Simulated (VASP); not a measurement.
Input of a VASP 6.6.1 run:

The input INCAR:

```
PREC = Accurate
ENCUT = 520
EDIFF = 1E-6
ISMEAR = -1
SIGMA = 0.02
LREAL = False
LASPH = True
NELM = 100
ALGO = Normal
ISIF = 2
LWAVE = False
LCHARG = True
GGA = PE
LELF = True
LVHAR = True
NBANDS = 11
```

File KPOINTS:

```
Automatic mesh
0
Gamma
  10 10 10
```

POSCAR

```
MgO
1.0
    0.0000000000      2.0391023930      2.1440878316
    2.0391023930      0.0000000000      2.1440878316
    2.0391023930      2.0391023930      0.0000000000
Mg O
1 1
Direct
    0.0000000000      0.0000000000      0.0000000000
    0.5000000000      0.5000000000      0.5000000000
```

Potentials or basis: VASP PAW PBE potentials, release 64 (Mg, O).

Run with:

```sh
$ cat potpaw_PBE.64/Mg/POTCAR potpaw_PBE.64/O/POTCAR > POTCAR
$ mpirun -np 1 vasp_std > vasp.out
```

(1) Predict the band gap on the k mesh.

(2) Estimate the pressure.

## Answers

(1) 5.12 eV, direct.

(2) 13.5 GPa.

Caveat: the cell differs from its parent crystal (epitaxial xy strain -3.0%).
